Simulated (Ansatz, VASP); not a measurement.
## One calculation of ScCdC4N4, two programs

The input INCAR:

```
ALGO = Normal
EDIFF = 1E-7
ENCUT = 520
GGA = PE
ISIF = 2
ISMEAR = 0
ISPIN = 2
LASPH = T
LCHARG = F
LMAXMIX = 4
LORBIT = 11
LREAL = F
LWAVE = F
MAGMOM = 0 0 1 1 1 1 1 1 1 1
NBANDS = 44
NELM = 150
PREC = Accurate
SIGMA = 0.1
```

The input KPOINTS:

```
k-points
0
Gamma
  2 2 6
```

Contents of POSCAR:

```
ScCdC4N4
1.0
    7.4826039600      0.0000000000      0.0000000000
    0.0000000000      7.4826039600      0.0000000000
    0.0000000000      0.0000000000      3.2418577100
Sc Cd C N
1 1 4 4
Direct
    0.5000000000      0.5000000000      0.0000000000
    0.0000000000      0.0000000000      0.0000000000
    0.1890946900      0.8109053100      0.0000000000
    0.8109053100      0.1890946900      0.0000000000
    0.1890946900      0.1890946900      0.0000000000
    0.8109053100      0.8109053100      0.0000000000
    0.2996598000      0.7003402000      0.0000000000
    0.7003402000      0.2996598000      0.0000000000
    0.2996598000      0.2996598000      0.0000000000
    0.7003402000      0.7003402000      0.0000000000
```

Input for Ansatz:

```yaml
crystal:
  lattice:
    - [7.48260396, 0.0, 0.0]
    - [0.0, 7.48260396, 0.0]
    - [0.0, 0.0, 3.24185771]
  atoms:
    - { symbol: Sc, position: [0.5, 0.5, 0.0] }
    - { symbol: Cd, position: [0.0, 0.0, 0.0] }
    - { symbol: C, position: [0.18909469, 0.81090531, 0.0], spin: 1.0 }
    - { symbol: C, position: [0.81090531, 0.18909469, 0.0], spin: 1.0 }
    - { symbol: C, position: [0.18909469, 0.18909469, 0.0], spin: 1.0 }
    - { symbol: C, position: [0.81090531, 0.81090531, 0.0], spin: 1.0 }
    - { symbol: "N", position: [0.2996598, 0.7003402, 0.0], spin: 1.0 }
    - { symbol: "N", position: [0.7003402, 0.2996598, 0.0], spin: 1.0 }
    - { symbol: "N", position: [0.2996598, 0.2996598, 0.0], spin: 1.0 }
    - { symbol: "N", position: [0.7003402, 0.7003402, 0.0], spin: 1.0 }
basis:
  ecutwfc: 420
kpoints:
  mp_grid: { grid: [2, 2, 6] }
hamiltonian:
  xc: pbe
scf:
  occupations: { method: gaussian, width: 0.1 }
  lower_state_search: "off"
output:
  forces: true
  stress: true
  eigenvalues: true
  populations: true
magnetization:
  spin_polarized: true
```

Alike in both runs: task single point; functional PBE; k mesh 2 × 2 × 6; occupations gaussian, width 0.1 eV; collinear spin.

```csv
,VASP,Ansatz
version,VASP 6.6.1,Ansatz 0.2.0
potentials or method,"VASP PAW PBE potentials, release 64 (Sc_sv, Cd, C, N), cutoff 520 eV","scalar-relativistic, plane waves, PAW"
valence electrons in the cell,59,67
```

|  | VASP | Ansatz | Ansatz less VASP |
| --- | --- | --- | --- |
| gap on the k mesh at the Fermi level (eV) | none | none | - |
| pressure (GPa) | 13.8 | 12.9 | -0.84 |
| traceless stress, the component that is largest in VASP (GPa) | -10.22 | -9.30 | +0.915 |
| rms of the force components (eV/Å) | 1.317 | 1.401 | +0.0842 |
| net moment per atom (μB) | 0.06 | 0.06 | 0.000 |
| size of the moment on the site where the two differ most (μB) | 0.31 | 0.18 | -0.127 |

Site moments also hang on the region over which each program counts them. Atom by atom the forces differ by 0.146 eV/Å (rms over components). A gap of «none» marks a metal or a gap that the smearing closes. VASP's potentials hold 59 valence electrons a cell and Ansatz's 67, so a difference there can come from the potentials and not from the codes. Ansatz's warnings: seeded moment not kept.

The k mesh is coarse, so the values compare programs but aren't converged. Noted on VASP's run: the standard files for N, O and F lose accuracy on very short bonds.
